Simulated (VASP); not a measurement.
# Mg31O33 (a cell with a defect) in VASP: a series of runs, part 2 of 2

VASP 6.6.1. Earlier steps stand in the parts before.

## 3. Relaxation of the atoms, PBEsol, collinear spin

Input file INCAR:

```
  PREC = Accurate
  ENCUT = 520
  EDIFF = 1E-7
  ISMEAR = -1
  SIGMA = 0.05
  LREAL = Auto
  LASPH = True
  NELM = 200
  ALGO = Normal
  ISIF = 2
  LWAVE = False
  LCHARG = False
  ISPIN = 2
  MAGMOM = 0 0 0 0.286 0 0 0 0.286 0 0 0 0 0 0.286 0 0.286 0 0 0 0 0 0 0.286 0.286 0.286 0 0 0 0 0 0 0 0 0 0 0 0 0 0 0 0 0 0 0 0 0 0 0 0 0 0 0 0 0 0 0 0 0 0 0 0 0 0 0
  LORBIT = 11
  GGA = PS
  IBRION = 2
  NSW = 100
  EDIFFG = -0.03
  ISYM = -1
  GGA_COMPAT = False
  NELMIN = 4
  KPAR = 1
```

Input file KPOINTS:

```
explicit points
1
Reciprocal
  0.25000000   0.25000000   0.25000000 1
```

Input file POSCAR:

```
Mg31O33
1.0
    8.4288080000      0.0000000000      0.0000000000
    0.0000000000      8.4288080000      0.0000000000
    0.0000000000      0.0000000000      8.4288080000
O Mg
33 31
Direct
    0.2500320000      0.9997440000      0.0023680000
    0.2470610000      0.0050810000      0.5003320000
    0.2503350000      0.4989930000      0.9974060000
    0.2522410000      0.5000790000      0.4990560000
    0.7508960000      0.0019760000      0.0032250000
    0.7462480000      0.0016360000      0.5006140000
    0.7492580000      0.5009290000      0.9979590000
    0.7501780000      0.5018130000      0.5012800000
    0.0063450000      0.2522980000      0.0011380000
    0.9973010000      0.2461410000      0.5040380000
    0.9977070000      0.7442290000      0.9995380000
    0.0020080000      0.7496600000      0.5010380000
    0.4956560000      0.2498980000      0.9965440000
    0.5014710000      0.2493840000      0.4981160000
    0.4997300000      0.7478900000      0.0045560000
    0.4997480000      0.7495640000      0.4973090000
    0.9988810000      0.0028690000      0.2524630000
    0.0021270000      0.9995740000      0.7476300000
    0.0012460000      0.5006520000      0.2551490000
    0.0006600000      0.5007140000      0.7502190000
    0.5019830000      0.9989180000      0.2512510000
    0.5013660000      0.9980210000      0.7476860000
    0.4992450000      0.5032730000      0.2522420000
    0.4990500000      0.5020550000      0.7517360000
    0.5010070000      0.4977530000      0.5012380000
    0.2491320000      0.2494310000      0.2474640000
    0.2495210000      0.2486240000      0.7505000000
    0.2495810000      0.7496890000      0.2514570000
    0.2480050000      0.7525550000      0.7462860000
    0.7503940000      0.2521230000      0.2515460000
    0.7495990000      0.2491660000      0.7489910000
    0.7504180000      0.7486050000      0.2509300000
    0.7489780000      0.7479080000      0.7533650000
    0.9964750000      0.0013420000      0.9986670000
    0.9972000000      0.0033340000      0.5037500000
    0.0014390000      0.4982740000      0.0029110000
    0.9993300000      0.4983130000      0.4971740000
    0.5021050000      0.0039240000      0.9990490000
    0.5011360000      0.9990320000      0.5022900000
    0.4981790000      0.5020670000      0.0021190000
    0.2510480000      0.2537470000      0.0001290000
    0.2456080000      0.2499440000      0.4980860000
    0.2528350000      0.7514620000      0.9970840000
    0.2496550000      0.7487100000      0.4993130000
    0.7491300000      0.2512680000      0.0021690000
    0.7518870000      0.2464000000      0.5012350000
    0.7533400000      0.7467110000      0.9993230000
    0.7507770000      0.7479990000      0.5018680000
    0.2486410000      0.9998110000      0.2509890000
    0.2521660000      0.9972940000      0.7546080000
    0.2488200000      0.4988540000      0.2496110000
    0.2456420000      0.5006690000      0.7524500000
    0.7459350000      0.9993490000      0.2521740000
    0.7508090000      0.0020180000      0.7530090000
    0.7469310000      0.4976310000      0.2502170000
    0.7527690000      0.4998920000      0.7560190000
    0.0011220000      0.2498400000      0.2474890000
    0.0037680000      0.2485910000      0.7479010000
    0.9957260000      0.7475560000      0.2478660000
    0.0045300000      0.7496790000      0.7542380000
    0.4994720000      0.2501240000      0.2507460000
    0.4983890000      0.2512050000      0.7472980000
    0.5026900000      0.7503890000      0.2533170000
    0.5046170000      0.7532750000      0.7537310000
```

Potentials or basis: VASP PAW PBE potentials, release 64 (O, Mg).

Run with:

```bash
$ cat potpaw_PBE.64/O/POTCAR potpaw_PBE.64/Mg/POTCAR > POTCAR
$ mpirun -np 4 vasp_std > vasp.out
```

OUTCAR:

```text
PREC = Accurate
   ENCUT = 520
   EDIFF = 1E-7
   ISMEAR = -1
   LREAL = Auto
   LASPH = True
   NELM = 200
   ISIF = 2
   ISPIN = 2
   LORBIT = 11
   GGA = PS
   IBRION = 2
   NSW = 100
   EDIFFG = -0.03
   ISYM = -1
   NELMIN = 4

 ion  position               nearest neighbor table
   1  0.250  1.000  0.002-  50 2.09  43 2.09  49 2.10  38 2.13  34 2.14  41 2.14
   2  0.247  0.005  0.500-  42 2.06  49 2.10  35 2.11  39 2.14  50 2.14  44 2.16
   3  0.250  0.499  0.997-  52 2.07  41 2.07  40 2.09  36 2.10  51 2.13  43 2.13
   4  0.252  0.500  0.499-  44 2.10  51 2.10  42 2.11  37 2.13  52 2.14
   5  0.751  0.002  0.003-  34 2.07  38 2.10  53 2.10  45 2.10  54 2.11  47 2.15
[... 1322 lines left out ...]
  --------------------------------------------------------------------------------------
  -------------------------------------------------------------------------------------
  Total       -0.7702135     -0.3710755     -0.3368776     -0.7548613     -0.7166895     -0.7058164
  in kB       -2.0607400     -0.9928290     -0.9013309     -2.0196646     -1.9175343     -1.8884429
  external PRESSURE =      -1.3182999 kB  Pullay stress =       0.0000000 kB
[... 79 lines left out ...]
  FREE ENERGIE OF THE ION-ELECTRON SYSTEM (eV)
  ---------------------------------------------------
  free  energy   TOTEN  =      -393.6427471578 eV

  energy  without entropy=     -393.5670062941  energy(sigma->0) =     -393.60487673

 reached required accuracy - stopping structural energy minimisation

 total charge

# of ion       s       p       d       tot
------------------------------------------
    1        1.537   3.538   0.000   5.075
    2        1.538   3.533   0.000   5.071
    3        1.538   3.532   0.000   5.071
    4        1.553   3.473   0.000   5.026
    5        1.537   3.538   0.000   5.075
    6        1.538   3.533   0.000   5.071
[... 56 lines left out ...]
   63        0.148   0.179   0.079   0.406
   64        0.148   0.179   0.079   0.406
--------------------------------------------------
tot         55.600 121.273   2.463 179.336

 magnetization (x)

# of ion       s       p       d       tot
------------------------------------------
    1        0.000  -0.000   0.000  -0.000
    2        0.000  -0.004   0.000  -0.004
    3        0.000  -0.003   0.000  -0.003
    4        0.005   0.082   0.000   0.088
    5        0.000  -0.000   0.000  -0.000
    6        0.000  -0.004   0.000  -0.004
[... 56 lines left out ...]
   63       -0.000  -0.000  -0.000  -0.001
   64       -0.000  -0.000  -0.000  -0.001
--------------------------------------------------
tot          0.052   1.731   0.003   1.785
```

OSZICAR:

```text
N       E                     dE             d eps       ncg     rms          rms(c)
DAV:   1     0.150615416278E+04    0.15062E+04   -0.13066E+05   672   0.146E+03
DAV:   2    -0.311250048560E+03   -0.18174E+04   -0.17767E+04   796   0.310E+02
[... 112 lines left out ...]
DAV:   4    -0.393642760212E+03    0.44579E-04   -0.21701E-04   768   0.407E-02    0.415E-02
DAV:   5    -0.393642748258E+03    0.11954E-04   -0.60835E-05   880   0.243E-02    0.149E-02
DAV:   6    -0.393642747889E+03    0.36874E-06   -0.30377E-05   768   0.159E-02    0.156E-02
DAV:   7    -0.393642747413E+03    0.47622E-06   -0.20179E-05   792   0.113E-02    0.787E-03
DAV:   8    -0.393642747230E+03    0.18328E-06   -0.26138E-06   760   0.424E-03    0.341E-03
DAV:   9    -0.393642747158E+03    0.72054E-07   -0.40174E-07   592   0.175E-03
   8 F= -.39364275E+03 E0= -.39360488E+03  d E =-.196357E-02  mag=     2.0032
```

CONTCAR:

```text
Mg31O33
   1.00000000000000
     8.4288080000000001    0.0000000000000000    0.0000000000000000
     0.0000000000000000    8.4288080000000001    0.0000000000000000
     0.0000000000000000    0.0000000000000000    8.4288080000000001
  O               Mg
    33    31
Direct
     0.2500218902071052    0.0001399819863412    0.0005203011461062
     0.2494310180142627    0.9999243479599575    0.5004275422347175
     0.2497572680527716    0.5003434347676881    0.0003945273969871
     0.2406374078874628    0.5001211938804072    0.5003849773435883
     0.7500887053963247    0.0001931930427172    0.0009626864312832
     0.7502048776885256    0.9997757639129025    0.5010745042650417
[... 56 lines left out ...]
     0.4999627048272017    0.7476326355754731    0.2530779196379397
     0.5002425005426705    0.7478338457260966    0.7482589855743638

  0.00000000E+00  0.00000000E+00  0.00000000E+00
  0.00000000E+00  0.00000000E+00  0.00000000E+00
  0.00000000E+00  0.00000000E+00  0.00000000E+00
  0.00000000E+00  0.00000000E+00  0.00000000E+00
  0.00000000E+00  0.00000000E+00  0.00000000E+00
  0.00000000E+00  0.00000000E+00  0.00000000E+00
[... 56 lines left out ...]
  0.00000000E+00  0.00000000E+00  0.00000000E+00
  0.00000000E+00  0.00000000E+00  0.00000000E+00
```

Run time: 9.1 min. Hardware: 4 MPI ranks of Intel Xeon 6975P-C (Granite Rapids), shared host; peak memory 0.36 GiB.

What came out:

* Free energy: -393.6427 eV
* Energy gained by relaxing: 13.2 meV/atom
* Ionic steps: 8
* Pressure after relaxing: -0.1 GPa
* Largest force after relaxing: 0.027 eV/Å
* Net moment: 2.00 μB per cell
* Site moments: O -0.00, +0.09, +0.10, +0.11, +1.24 (each value once); Mg +0.00, +0.01, -0.00 (each value once) μB
* Valence electrons inside the program's atomic spheres: O 5.08, 5.07, 5.03, 4.55 (each value once); Mg 0.41, 0.43 (each value once)

Forces on the atoms (eV/Å):
```
O   -0.007 -0.004  0.001
O    0.017  0.007  0.004
O    0.008 -0.015  0.005
O    0.007 -0.003  0.008
O    0.003 -0.008 -0.008
O   -0.007  0.002 -0.012
O   -0.013  0.005 -0.005
O    0.003  0.008 -0.016
O   -0.004 -0.003  0.004
O    0.010  0.018  0.010
O   -0.002  0.006 -0.002
O   -0.002  0.001 -0.003
O    0.002  0.003  0.008
O    0.000  0.009  0.008
O   -0.017 -0.020  0.001
O   -0.004 -0.002 -0.005
O    0.016 -0.003  0.007
O   -0.003 -0.001 -0.005
O    0.005  0.009  0.015
O   -0.014  0.003 -0.008
O    0.003 -0.007  0.009
O   -0.007 -0.010 -0.017
O    0.012 -0.001  0.010
O   -0.007 -0.012 -0.003
O   -0.002  0.014 -0.015
O    0.004 -0.005  0.009
O   -0.014 -0.007  0.018
O   -0.002  0.003 -0.010
O   -0.015  0.002  0.009
O    0.016 -0.002 -0.008
O    0.010 -0.010  0.007
O    0.007  0.019 -0.014
O   -0.009  0.016 -0.013
Mg  -0.003  0.003 -0.007
Mg   0.004  0.011 -0.002
Mg  -0.009  0.005  0.002
Mg  -0.002 -0.001  0.000
Mg  -0.005 -0.002 -0.003
Mg   0.006  0.000 -0.001
Mg   0.007 -0.006  0.002
Mg  -0.012  0.001  0.010
Mg   0.012  0.017  0.018
Mg  -0.007 -0.005 -0.003
Mg   0.007 -0.010  0.006
Mg   0.010 -0.008  0.009
Mg  -0.005  0.009 -0.003
Mg   0.001  0.007 -0.010
Mg  -0.008 -0.004 -0.007
Mg   0.007 -0.003  0.003
Mg  -0.007  0.000  0.011
Mg   0.005 -0.003  0.004
Mg   0.002 -0.009  0.009
Mg   0.005 -0.001 -0.010
Mg   0.005 -0.004 -0.009
Mg   0.006 -0.001 -0.011
Mg  -0.015  0.005 -0.017
Mg   0.002  0.000  0.000
Mg  -0.006 -0.001  0.001
Mg   0.006  0.004 -0.010
Mg  -0.005  0.006  0.001
Mg   0.013  0.000  0.010
Mg   0.000 -0.013  0.014
Mg  -0.003 -0.007  0.005
Mg  -0.005 -0.005 -0.002
```

Stress tensor (GPa, compression positive):
```
-0.21 -0.20 -0.19
-0.20 -0.10 -0.19
-0.19 -0.19 -0.09
```

The path:
| step | energy change (eV) | largest force (eV/Å) | pressure (GPa) |
| --- | --- | --- | --- |
| 1 | 0.0000 | 1.4651 | -0.12 |
| 2 | -0.7292 | 0.4279 | -0.22 |
| 3 | -0.7539 | 0.3624 | -0.17 |
| 4 | -0.8248 | 0.1651 | -0.15 |
| 5 | -0.8299 | 0.1517 | -0.13 |
| 6 | -0.8403 | 0.0521 | -0.13 |
| 7 | -0.8413 | 0.0460 | -0.13 |
| 8 | -0.8433 | 0.0270 | -0.13 |

Final structure:
```
CELL_PARAMETERS angstrom
8.42881 0.00000 0.00000
0.00000 8.42881 0.00000
0.00000 0.00000 8.42881
ATOMIC_POSITIONS crystal
O 0.25002 0.00014 0.00052
O 0.24943 0.99992 0.50043
O 0.24976 0.50034 0.00039
O 0.24064 0.50012 0.50038
O 0.75009 0.00019 0.00096
O 0.75020 0.99978 0.50107
O 0.75046 0.49994 0.00083
O 0.75911 0.49956 0.50100
O 0.00010 0.25000 0.00046
O 0.99977 0.24968 0.50040
O 0.00015 0.74996 0.00087
O 0.99990 0.74968 0.50087
O 0.49990 0.25000 0.00027
O 0.49999 0.23983 0.50043
O 0.50038 0.75061 0.00068
O 0.49998 0.76010 0.50071
O 0.99956 0.99990 0.25063
O 0.00015 0.99999 0.75086
O 0.99981 0.49974 0.25072
O 0.00034 0.49991 0.75065
O 0.49977 0.00021 0.25052
O 0.50020 0.00027 0.75094
O 0.49975 0.50018 0.24017
O 0.50013 0.50023 0.76087
O 0.50038 0.49924 0.50175
O 0.25045 0.25079 0.25099
O 0.25096 0.25094 0.74929
O 0.25059 0.74937 0.25142
O 0.25105 0.74940 0.74972
O 0.74889 0.25072 0.25150
O 0.74926 0.25089 0.74984
O 0.74916 0.74896 0.25180
O 0.74963 0.74903 0.75036
Mg 0.00002 0.99998 0.00077
Mg 0.99979 0.99966 0.50071
Mg 0.00026 0.49992 0.00069
Mg 0.00000 0.49980 0.50059
Mg 0.50012 0.00024 0.00066
Mg 0.49986 0.99989 0.50064
Mg 0.49993 0.50028 0.00067
Mg 0.25052 0.25045 0.00014
Mg 0.25217 0.25208 0.50009
Mg 0.25056 0.74992 0.00063
Mg 0.25246 0.74784 0.50043
Mg 0.74949 0.25049 0.00055
Mg 0.74761 0.25185 0.50067
Mg 0.74980 0.74958 0.00103
Mg 0.74743 0.74756 0.50099
Mg 0.25007 0.00006 0.25072
Mg 0.25054 0.00008 0.75008
Mg 0.25250 0.50016 0.25273
Mg 0.25256 0.50027 0.74799
Mg 0.74937 0.00000 0.25120
Mg 0.74968 0.00006 0.75070
Mg 0.74704 0.49986 0.25316
Mg 0.74795 0.49988 0.74887
Mg 0.99971 0.25025 0.25074
Mg 0.00020 0.25025 0.75020
Mg 0.99979 0.74946 0.25114
Mg 0.00025 0.74958 0.75047
Mg 0.49968 0.25267 0.25272
Mg 0.50003 0.25270 0.74787
Mg 0.49996 0.74763 0.25308
Mg 0.50024 0.74783 0.74826
```

Caveat: the PAW data sets were made with another functional, which shifts forces and pressure a little.
